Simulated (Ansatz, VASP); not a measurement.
## One calculation of CdSe, two programs

INCAR

```
SYSTEM = CdSe
PREC = Accurate
ENCUT = 500
EDIFF = 1E-6
ISMEAR = -1
SIGMA = 0.05
LREAL = .FALSE.
LASPH = .TRUE.
NELM = 120
ALGO = Normal
ISIF = 2
LWAVE = .FALSE.
LCHARG = .TRUE.
GGA = CA
LELF = .TRUE.
LVHAR = .TRUE.
NBANDS = 16
GGA_COMPAT = .FALSE.
```

Contents of KPOINTS:

```
regular mesh
0
G
  11 11 11
  0 0 0
```

The input POSCAR:

```
CdSe
1.0
    0.0000000000      2.6927663868      2.6927663868
    2.6927663868      0.0000000000      2.6927663868
    2.6927663868      2.6927663868      0.0000000000
Cd Se
1 1
Direct
    0.0000000000      0.0000000000      0.0000000000
    0.2500000000      0.2500000000      0.2500000000
```

Input for Ansatz:

```yaml
crystal:
  lattice:
    - [0.0, 2.6927663868, 2.6927663868]
    - [2.6927663868, 0.0, 2.6927663868]
    - [2.6927663868, 2.6927663868, 0.0]
  atoms:
    - { symbol: Cd, position: [0.0, 0.0, 0.0] }
    - { symbol: Se, position: [0.25, 0.25, 0.25] }
kpoints:
  mp_grid: { grid: [11, 11, 11] }
scf:
  occupations: { method: fermi_dirac, width: 0.05 }
hamiltonian:
  xc: lda
  pseudopotentials: { kind: all_electron, lapw: { basis_error: 0.001 } }
output:
  forces: true
  stress: true
  eigenvalues: true
  populations: true
```

Change from the starting cell: volume scaled by 0.72, LAPW.

Alike in both runs: task single point; functional LDA; k mesh 11 × 11 × 11; occupations fermi-dirac, width 0.05 eV; no spin polarisation.

```csv
,VASP,Ansatz
version,VASP 6.6.1,Ansatz 0.2.0
potentials or method,"VASP PAW LDA potentials, release 64 (Cd, Se), cutoff 500 eV","all-electron LAPW, scalar-relativistic"
```

|  | VASP | Ansatz | Ansatz less VASP |
| --- | --- | --- | --- |
| pressure (GPa) | 42.9 | 41.1 | -1.84 |

LDA's correlation is that of Perdew and Zunger in VASP and of Perdew and Wang (1992) in Ansatz. Both programs put the cell under a high pressure, so it lies far from rest at this level. Ansatz ran all-electron here, and VASP with PAW potentials.
